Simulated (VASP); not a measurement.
Set up this calculation in VASP 6.6.1, as the native input.

| Property | Result |
| --- | --- |
| Task | single point |
| Functional | PBE |
| Potentials or basis | VASP PAW PBE potentials, release 64 (Co) |
| Cutoff | 520 eV |
| k mesh | 16 × 16 × 5 |
| Occupations | fermi-dirac, width 0.05 eV |
| Spin | collinear spin, ferromagnetic start |
| Starting moments | [1.707, 1.707, 1.725, 1.725] μB |
| Dipole correction | no |
| Further INCAR settings | ALGO = Normal; EDIFF = 1e-07; NBANDS = 30 |

The structure of Co lies in POSCAR:

```
Co
1.0
    2.5600151373      0.0000000000      0.0000000000
   -1.2800075687      2.2170381429      0.0000000000
    0.0000000000      0.0000000000      8.2917365501
Co
4
Direct
    1.0000000000      0.0000000000      1.0000000000
    0.0000000000      0.0000000000      0.5000000000
    0.3333333333      0.6666666667      0.2500000000
    0.6666666667      0.3333333333      0.7500000000
```

One way to write it, as run:

INCAR

```
PREC     = Accurate       # precision mode
ENCUT    = 520            # plane-wave cutoff, eV
EDIFF    = 1E-7           # SCF threshold, eV
ISMEAR   = -1             # smearing method
SIGMA    = 0.05           # smearing width, eV
LREAL    = F              # projectors in reciprocal space
LASPH    = T              # aspherical terms in the spheres
NELM     = 150            # most SCF steps
ALGO     = Normal         # electronic algorithm
ISIF     = 2              # what is computed and relaxed
LWAVE    = F              # write WAVECAR
LCHARG   = F              # write CHGCAR
ISPIN    = 2              # spin polarisation
MAGMOM   = 1.707 1.707 1.725 1.725 # initial moments
LORBIT   = 11             # projections on sites
LMAXMIX  = 4              # l up to which the mixer works
GGA      = PE             # functional
NBANDS   = 30             # bands
```

KPOINTS

```
regular mesh
0
Gamma
  16 16 5
```

Potentials or basis: VASP PAW PBE potentials, release 64 (Co).

Command:

```bash
$ cat potpaw_PBE.64/Co/POTCAR > POTCAR
$ mpirun -np 1 vasp_std > vasp.out
```

Results of the run:

```yaml
Pressure: -13.9 GPa
Net_moment: 6.76 μB per cell
Site_moments: Co +1.72, +1.73 (each value once) μB
Valence_electrons_inside_the_program's_atomic_spheres: Co 8.13, 8.12 (each value once)
```

Caveat: the cell stands under tension.

It took 4.3 min on 1 thread of Intel(R) Xeon(R) Platinum 8488C (Sapphire Rapids), on a shared host, peak memory 0.3 GiB.
